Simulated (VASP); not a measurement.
Input of a VASP 6.6.1 run:

The input INCAR:

```
SYSTEM = Al9N
PREC = Accurate ; ENCUT = 520
EDIFF = 1E-6 ; ISMEAR = 0
SIGMA = 0.1 ; LREAL = Auto
LASPH = .True. ; NELM = 100
ALGO = Normal ; ISIF = 2
LWAVE = .False. ; LCHARG = .True.
LDIPOL = .True. ; IDIPOL = 3
DIPOL = 0.5 0.5 0.299 ; GGA = PE
LELF = .True. ; LVHAR = .True.
LVACPOTAV = .True. ; NBANDS = 48
```

File KPOINTS:

```
Automatic mesh
0
Gamma
  5 3 1
  0 0 0
```

POSCAR

```
Al9N
1.0
    5.7070863110      0.0000000000      0.0000000000
   -1.4267715777      9.7014842372      0.0000000000
    0.0000000000      0.0000000000     22.7903703877
Al N
18 2
Direct
    0.2662216041      0.0648864163      0.1755127245
    0.7662216041      0.0648864163      0.1755127245
    0.3354806058      0.3419224231      0.2192029851
    0.8354806058      0.3419224231      0.2192029851
    0.1493324061      0.5973296244      0.2279410371
    0.6493324061      0.5973296244      0.2279410371
    0.4631842064      0.8527368258      0.2366790893
    0.9631842064      0.8527368258      0.2366790893
    0.0319772075      0.1277109158      0.2808262501
    0.5319772075      0.1277109158      0.2808262501
    0.0997917578      0.4042231245      0.3301071117
    0.5997917578      0.4042231245      0.3301071117
    0.4144000538      0.6596656467      0.3369822073
    0.9144000538      0.6596656467      0.3369822073
    0.2263076930      0.9110819227      0.3449259125
    0.7263076930      0.9110819227      0.3449259125
    0.2962427187      0.1814071959      0.3857054641
    0.7962427187      0.1814071959      0.3857054641
    0.2836524675      0.9110819227      0.4488900449
    0.6689629184      0.9110819227      0.4488900449
```

Potentials or basis: VASP PAW PBE potentials, release 64 (Al, N).

Run with:

```console
$ cat potpaw_PBE.64/Al/POTCAR potpaw_PBE.64/N/POTCAR > POTCAR
$ mpirun -np 1 vasp_std > vasp.out
```

Question: Predict the band gap on the k mesh.

Answer: Zero (bands 32 and 33 overlap by 0.54 eV).

Question: Predict the largest force.

Answer: 3.966 eV/Å.

Forces on the atoms (eV/Å):
```
Al  -0.013  0.111  0.069
Al   0.003  0.105  0.076
Al  -0.018  0.061  0.081
Al   0.014  0.050  0.113
Al  -0.031 -0.114 -0.024
Al   0.013 -0.086 -0.026
Al   0.001 -0.038 -0.021
Al  -0.012 -0.067 -0.102
Al  -0.005 -0.094  0.052
Al   0.012 -0.113  0.051
Al   0.016 -0.016  0.009
Al  -0.001  0.009  0.046
Al   0.005 -0.140  0.084
Al  -0.034 -0.112  0.019
Al   0.279 -0.182  2.028
Al  -0.238 -0.198  2.031
Al   0.028 -0.360  0.526
Al  -0.033 -0.352  0.530
N    2.723  0.767 -2.780
N   -2.710  0.769 -2.764
```
